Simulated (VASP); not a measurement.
Wanted: the native input for a VASP 6.6.1 run.

```
Task                   : single point
Functional             : LDA
Potentials or basis    : VASP PAW LDA potentials, release 64 (Pb_d, N)
Cutoff                 : 520 eV
k mesh                 : 6 × 6 × 1
Occupations            : gaussian, width 0.1 eV
Spin                   : no spin polarisation
Dipole correction      : yes
Further INCAR settings : ALGO = Normal; EDIFF = 1e-06; NBANDS = 68
```

The structure of Pb8N lies in POSCAR:

```
Pb8N
1.0
    6.9043188960      0.0000000000      0.0000000000
   -3.4521594480      5.9793155597      0.0000000000
    0.0000000000      0.0000000000     18.0587621687
Pb N
8 1
Direct
    0.3333333333      0.1666666667      0.2214991240
    0.3333333333      0.6666666667      0.2214991240
    0.8333333333      0.1666666667      0.2214991240
    0.8333333333      0.6666666667      0.2214991240
    0.1666666667      0.3333333333      0.3631900186
    0.1666666667      0.8333333333      0.3631900186
    0.6666666667      0.3333333333      0.3631900186
    0.6666666667      0.8333333333      0.3631900186
    0.1666666667      0.3333333333      0.4731089589
```

The input as run:

INCAR

```
SYSTEM = Pb8N
PREC = Accurate
ENCUT = 520
EDIFF = 1E-6
ISMEAR = 0
SIGMA = 0.1
LREAL = .False.
LASPH = .True.
NELM = 60
ALGO = Normal
ISIF = 2
LWAVE = .False.
LCHARG = .True.
LDIPOL = .True.
IDIPOL = 3
DIPOL = 0.5 0.5 0.312
LELF = .True.
LVHAR = .True.
LVACPOTAV = .True.
NBANDS = 68
```

KPOINTS

```
Automatic mesh
0
Gamma
  6 6 1
  0 0 0
```

Potentials or basis: VASP PAW LDA potentials, release 64 (Pb_d, N).

Launch:

```sh
$ cat potpaw_LDA.64/Pb_d/POTCAR potpaw_LDA.64/N/POTCAR > POTCAR
$ mpirun -np 1 vasp_std > vasp.out
```

It gave:

```json
{
 "Largest force": "0.464 eV/Å",
 "Band gap on the k mesh": "zero (an odd number of electrons rules out a gap without spin polarisation)"
}
```

Caveat: spin-orbit coupling is left out, which moves the levels of the heavy elements.

It took 35 min on 1 thread of Intel Xeon 8259CL, on a shared host, peak memory 0.73 GiB.
